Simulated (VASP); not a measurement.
# CdF2 (P-4m2) in VASP: further runs

The runs below take CdF2 through single point, relaxation of cell and atoms, with PBE.

Everything below comes from runs of VASP 6.6.1. Logs are shortened: lines on timing, memory, paths and dates and some standing lists are left out, and cuts for length are marked.

## Step 1: The cell of the first run

Symmetry: P-4m2, No. 115, tetragonal system. Conventional cell: a = 3.781 Å, b = 3.781 Å, c = 3.296 Å, α = 90.00°, β = 90.00°, γ = 90.00°. Within 3.0 Å of Cd (site symmetry -4m2) lie 8 F at 2.18 to 2.90 Å. F (site symmetry 2mm) has 4 Cd at 2.18 to 2.90 Å and 4 F at 2.90 Å within 3.0 Å.

## Step 2: Single point, PBE (atoms taken out)

Contents of INCAR:

```
ALGO = Normal
EDIFF = 1E-6
ENCUT = 520
GGA = PE
ISIF = 2
ISMEAR = 0
LASPH = T
LCHARG = F
LREAL = F
LWAVE = F
NBANDS = 20
NELM = 100
PREC = Accurate
SIGMA = 0.02
```

Contents of KPOINTS:

```
k-points
0
Gamma
  6 6 8
```

Contents of POSCAR:

```
CdF2
1.0
    3.7806316244      0.0000000000      0.0000000000
    0.0000000000      3.7806316244      0.0000000000
    0.0000000000      0.0000000000      3.2956069518
Cd F
1 2
Direct
    0.0000000000      0.0000000000      0.0000000000
    0.5000000000      0.0000000000      0.3310550482
    0.0000000000      0.5000000000      0.6689449518
```

Potentials or basis: VASP PAW PBE potentials, release 64 (Cd, F).

On the command line:

```
$ cat potpaw_PBE.64/Cd/POTCAR potpaw_PBE.64/F/POTCAR > POTCAR
$ mpirun -np 1 vasp_std > vasp.out
```

OUTCAR:

```text
EDIFF = 1E-6
   ENCUT = 520
   GGA = PE
   ISIF = 2
   ISMEAR = 0
   LASPH = T
   LREAL = F
   NELM = 100
   PREC = Accurate

 ion  position               nearest neighbor table
   1  0.000  0.000  0.000-   2 2.18   3 2.18   3 2.18   2 2.18
   2  0.500  0.000  0.331-   1 2.18   1 2.18
   3  0.000  0.500  0.669-   1 2.18   1 2.18

  LATTYP: Found a simple tetragonal cell.
 ALAT       =     3.7806316244
 C/A-ratio  =     0.8717080317

  Lattice vectors:

 A1 = (   3.7806316244,   0.0000000000,   0.0000000000)
 A2 = (   0.0000000000,   3.7806316244,   0.0000000000)
 A3 = (   0.0000000000,   0.0000000000,   3.2956069518)

Analysis of symmetry for initial positions (statically):
=====================================================================
 Subroutine PRICEL returns:
 Original cell was already a primitive cell.

 Routine SETGRP: Setting up the symmetry group for a
 simple tetragonal supercell.

 Subroutine GETGRP returns: Found  8 space group operations
 (whereof  8 operations were pure point group operations)
 out of a pool of 16 trial point group operations.

The static configuration has the point symmetry D_2d.

Analysis of symmetry for dynamics (positions and initial velocities):
=====================================================================
 Subroutine PRICEL returns:
 Original cell was already a primitive cell.

 Routine SETGRP: Setting up the symmetry group for a
 simple tetragonal supercell.

 Subroutine GETGRP returns: Found  8 space group operations
 (whereof  8 operations were pure point group operations)
 out of a pool of 16 trial point group operations.

The dynamic configuration has the point symmetry D_2d.

 Subroutine INISYM returns: Found  8 space group operations
 (whereof  8 operations are pure point group operations),
 and found     1 'primitive' translations

----------------------------------------------------------------------------------------

                                     Primitive cell

  volume of cell :      47.1047

  direct lattice vectors                    reciprocal lattice vectors
     3.780631624  0.000000000  0.000000000     0.264506067  0.000000000  0.000000000
     0.000000000  3.780631624  0.000000000     0.000000000  0.264506067  0.000000000
     0.000000000  0.000000000  3.295606952     0.000000000  0.000000000  0.303434243

  length of vectors
     3.780631624  3.780631624  3.295606952     0.264506067  0.264506067  0.303434243

  position of ions in fractional coordinates (direct lattice)
     0.000000000  0.000000000  0.000000000
     0.500000000  0.000000000  0.331055048
     0.000000000  0.500000000  0.668944952

  ion indices of the primitive-cell ions
   primitive index   ion index
                 1           1
                 2           2
                 3           3

----------------------------------------------------------------------------------------

 KPOINTS: k-points

Automatic generation of k-mesh.
 Grid dimensions read from file:
 generate k-points for:    6    6    8

 Generating k-lattice:

  Cartesian coordinates                     Fractional coordinates (reciprocal lattice)
     0.044084344  0.000000000  0.000000000     0.166666667  0.000000000  0.000000000
     0.000000000  0.044084344  0.000000000     0.000000000  0.166666667  0.000000000
     0.000000000  0.000000000  0.037929280     0.000000000  0.000000000  0.125000000

  Length of vectors
     0.044084344  0.044084344  0.037929280

  Shift w.r.t. Gamma in fractional coordinates (k-lattice)
     0.000000000  0.000000000  0.000000000

 Subroutine IBZKPT returns following result:
 ===========================================

 Found     50 irreducible k-points:

 Following reciprocal coordinates:
            Coordinates               Weight
  0.000000  0.000000  0.000000      1.000000
  0.166667  0.000000  0.000000      4.000000
  0.333333  0.000000  0.000000      4.000000
  0.500000  0.000000  0.000000      2.000000
  0.166667  0.166667  0.000000      4.000000
  0.333333  0.166667  0.000000      8.000000
[... 16 lines left out ...]
  0.333333  0.000000  0.250000      8.000000
  0.500000  0.000000  0.250000      4.000000
 [... further k-points ...]
   k-points           NKPTS =     50   k-points in BZ     NKDIM =     50   number of bands    NBANDS=     20
   number of dos      NEDOS =    301   number of ions     NIONS =      3
   total plane-waves  NPLWV =  21952
   dimension x,y,z NGX =    28 NGY =   28 NGZ =   28
   dimension x,y,z NGXF=    56 NGYF=   56 NGZF=   56
   ions per type =               1   2
   NGX,Y,Z   is equivalent  to a cutoff of  12.31, 12.31, 14.12 a.u.
   NGXF,Y,Z  is equivalent  to a cutoff of  24.62, 24.62, 28.25 a.u.
 SYSTEM =  unknown system
   PREC   = accura    normal or accurate (medium, high low for compatibility)
   ISTART =      0    job   : 0-new  1-cont  2-samecut
   ICHARG =      2    charge: 1-file 2-atom 10-const
   ISPIN  =      1    spin polarized calculation?
   LNONCOLLINEAR =      F non collinear calculations
   LSORBIT =      F    spin-orbit coupling
   LASPH  =      T    aspherical Exc in radial PAW
   ENCUT  =  520.0 eV  38.22 Ry    6.18 a.u.   7.03  7.03  6.13*2*pi/ulx,y,z
   NELM   =    100;   NELMIN=  2; NELMDL= -5     # of ELM steps
   EDIFF  = 0.1E-05   stopping-criterion for ELM
   LREAL  =      F    real-space projection
   EDIFFG = 0.1E-04   stopping-criterion for IOM
   NSW    =      0    number of steps for IOM
   IBRION =     -1    ionic relax: 0-MD 1-quasi-New 2-CG
   NFREE  =      0    steps in history (QN), initial steepest desc. (CG)
   ISIF   =      2    stress and relaxation
   ISYM   =      2    0-nonsym 1-usesym 2-fastsym
   POTIM  = 0.5000    time-step for ionic-motion
   TEBEG  =    0.0;   TEEND  =   0.0 temperature during run
   PSTRESS=    0.0 pullay stress
   NELECT =      26.0000    total number of electrons
   NUPDOWN=      -1.0000    fix difference up-down
   EMIN   =  10.00;   EMAX   =-10.00  energy-range for DOS
   EFERMI =   0.00;   METHOD = LEGACY
   ISMEAR =     0;   SIGMA  =   0.02  broadening in eV -4-tet -1-fermi 0-gaus
   EFERMI_NEDOS =   21; number of points for ismear=-14 and -15
   IALGO  =     38    algorithm
   IMIX   =      4    mixing-type and parameters
     AMIX     =   0.40;   BMIX     =  1.00
     AMIX_MAG =   1.60;   BMIX_MAG =  1.00
  volume/ion in A,a.u.               =      15.70       105.96
  Fermi-wavevector in a.u.,A,eV,Ry     =   1.342903  2.537718 24.536581  1.803388
  Thomas-Fermi vector in A             =   2.471020
   LORBIT       =      0    0 simple, 1 ext, 2 COOP (PROOUT), +10 PAW based schemes
   GGA     = PE    functional components
   LHFCALC =     F    Hartree Fock is set to
   AEXX    =    0.0000 exact exchange contribution
   IVDW    =     0    specifies the selected vdW correction
   LEPSILON=     F    determine dielectric tensor
   LRPA    =     F    only Hartree local field effects (RPA)
 non-spin polarized calculation
 Gauss-broadening in eV      SIGMA  =   0.02
  energy-cutoff  :      520.00
  volume of cell :       47.10
 maximum number of plane-waves:      1296
   NGX = 15   NGY = 15   NGZ = 13

 number of electron      25.9999961 magnetization

 Free energy of the ion-electron system (eV)
  ---------------------------------------------------
  ext. energy  EPLUGINS =         0.00000000
  ---------------------------------------------------
  free energy    TOTEN  =       -10.38315089 eV

  energy without entropy =      -10.38315089  energy(sigma->0) =      -10.38315089

 E-fermi :  -2.5723     XC(G=0):  -9.3756

 val. band max:       -2.7519071917   @ k =   0.5000   0.5000   0.5000
 cond. band min:      -0.1297299693   @ k =   0.0000   0.0000   0.0000
 fundamental gap:      2.6221772224
 Fermi energy:        -2.5722645496

 k-point     1 :       0.0000    0.0000    0.0000
  band No.  band energies     occupation
      1     -22.7995      2.00000
      2     -22.3608      2.00000
      3      -8.0902      2.00000
      4      -7.8303      2.00000
      5      -7.8303      2.00000
      6      -7.4640      2.00000
[... 12 lines left out ...]
     19      16.1053      0.00000
     20      18.4994      0.00000

 k-point     2 :       0.1667    0.0000    0.0000
  band No.  band energies     occupation
      1     -22.7627      2.00000
      2     -22.3818      2.00000
      3      -8.1222      2.00000
      4      -7.8276      2.00000
      5      -7.7999      2.00000
      6      -7.4161      2.00000
[... 12 lines left out ...]
     19      15.7992      0.00000
     20      17.1978      0.00000

 k-point     3 :       0.3333    0.0000    0.0000
  band No.  band energies     occupation
      1     -22.6678      2.00000
      2     -22.4443      2.00000
      3      -8.1933      2.00000
      4      -7.8220      2.00000
      5      -7.6585      2.00000
      6      -7.4555      2.00000
[... 12 lines left out ...]
     19      15.3522      0.00000
     20      15.8858      0.00000

 k-point     4 :       0.5000    0.0000    0.0000
  band No.  band energies     occupation
      1     -22.5713      2.00000
      2     -22.5249      2.00000
      3      -8.2200      2.00000
      4      -7.8192      2.00000
      5      -7.5472      2.00000
      6      -7.5031      2.00000
[... 12 lines left out ...]
     19      15.3929      0.00000
     20      16.6332      0.00000

 k-point     5 :       0.1667    0.1667    0.0000
  band No.  band energies     occupation
      1     -22.7293      2.00000
      2     -22.3987      2.00000
      3      -8.1184      2.00000
      4      -7.8955      2.00000
      5      -7.7177      2.00000
      6      -7.4155      2.00000
[... 12 lines left out ...]
     19      15.1229      0.00000
     20      17.1200      0.00000
[... 353 lines left out ...]
      6      -7.6224      2.00000
[... 12 lines left out ...]
     19      16.0300      0.00000
     20      17.3710      0.00000

 k-point    22 :       0.1667    0.0000    0.2500
  band No.  band energies     occupation
      1     -22.6912      2.00000
      2     -22.3735      2.00000
      3      -8.1211      2.00000
      4      -8.1086      2.00000
      5      -7.8323      2.00000
      6      -7.5327      2.00000
[... 12 lines left out ...]
     19      15.6694      0.00000
     20      16.7611      0.00000

 k-point    23 :       0.3333    0.0000    0.2500
  band No.  band energies     occupation
      1     -22.6133      2.00000
      2     -22.4285      2.00000
      3      -8.0886      2.00000
      4      -8.0371      2.00000
      5      -7.6771      2.00000
      6      -7.4186      2.00000
[... 12 lines left out ...]
     19      15.1119      0.00000
     20      15.7303      0.00000

 k-point    24 :       0.5000    0.0000    0.2500
  band No.  band energies     occupation
      1     -22.5278      2.00000
      2     -22.5027      2.00000
      3      -8.0779      2.00000
      4      -7.9762      2.00000
      5      -7.4787      2.00000
      6      -7.4614      2.00000
[... 12 lines left out ...]
     19      15.2837      0.00000
     20      16.1516      0.00000

 [... further k-points ...]

------------------------ aborting loop because EDIFF is reached ----------------------------------------

  FORCE on cell =-STRESS in cart. coord.  units (eV):
  Direction    XX          YY          ZZ          XY          YZ          ZX
  --------------------------------------------------------------------------------------
  -------------------------------------------------------------------------------------
  Total        0.2233361      0.2233361      0.1268616      0.0000000     -0.0000000      0.0000000
  in kB        7.5963587      7.5963587      4.3149588      0.0000000     -0.0000000      0.0000000
  external PRESSURE =       6.5025587 kB  Pullay stress =       0.0000000 kB

 VOLUME and BASIS-vectors are now :
 -----------------------------------------------------------------------------
  energy-cutoff  :      520.00
  volume of cell :       47.10
      direct lattice vectors                 reciprocal lattice vectors
     3.780631624  0.000000000  0.000000000     0.264506067  0.000000000  0.000000000
     0.000000000  3.780631624  0.000000000     0.000000000  0.264506067  0.000000000
     0.000000000  0.000000000  3.295606952     0.000000000  0.000000000  0.303434243

 POSITION                                       TOTAL-FORCE (eV/Angst)
 -----------------------------------------------------------------------------------
      0.00000      0.00000      0.00000         0.000000      0.000000      0.000000
      1.89032      0.00000      1.09103        -0.000000      0.000000      0.087471
      0.00000      1.89032      2.20458         0.000000      0.000000     -0.087471
 -----------------------------------------------------------------------------------
    total drift:                                0.000000      0.000000     -0.000000

  FREE ENERGIE OF THE ION-ELECTRON SYSTEM (eV)
  ---------------------------------------------------
  free  energy   TOTEN  =       -10.3831508889 eV

  energy  without entropy=      -10.3831508889  energy(sigma->0) =      -10.38315089
```

Wall time 16 s (1 thread of Intel Xeon 6975P-C (Granite Rapids), shared host); peak memory 0.18 GiB.

Results:

- Free energy: -10.3832 eV
- Pressure: 0.7 GPa
- Largest force: 0.087 eV/Å
- Band gap on the k mesh: 2.62 eV (least direct gap 2.74 eV)

Forces on the atoms (eV/Å):
```
Cd   0.000  0.000  0.000
F    0.000  0.000  0.087
F    0.000  0.000 -0.087
```

Stress tensor (GPa, compression positive):
```
0.76 0.00 0.00
0.00 0.76 0.00
0.00 0.00 0.43
```

Levels at points of the mesh, in eV from the valence-band top:
```csv
k point,band 9,band 10,band 11,band 12,band 13,band 14,band 15,band 16,band 17,band 18
"(0.00, 0.00, 0.00)",-1.73,-0.84,-0.32,-0.11,-0.11,2.62,12.22,12.94,14.06,14.06
"(0.50, 0.00, 0.00)",-1.20,-1.00,-0.71,-0.46,-0.40,5.60,8.30,14.21,14.36,15.74
"(0.50, 0.50, 0.00)",-1.10,-0.69,-0.69,-0.22,-0.04,7.78,9.06,9.06,12.53,17.08
"(0.00, 0.00, 0.50)",-0.56,-0.56,-0.45,-0.42,-0.42,6.90,7.56,13.49,13.49,14.95
"(0.50, 0.00, 0.50)",-2.13,-0.44,-0.41,-0.39,-0.29,6.79,9.53,10.22,13.90,13.98
"(0.50, 0.50, 0.50)",-1.96,-1.80,-1.80,-1.24,0.00,7.86,10.55,11.99,11.99,13.00
```

Caveat: the cell differs from its parent crystal (atoms taken out). A k mesh can miss the band edges.

[end of part 1 of 3]
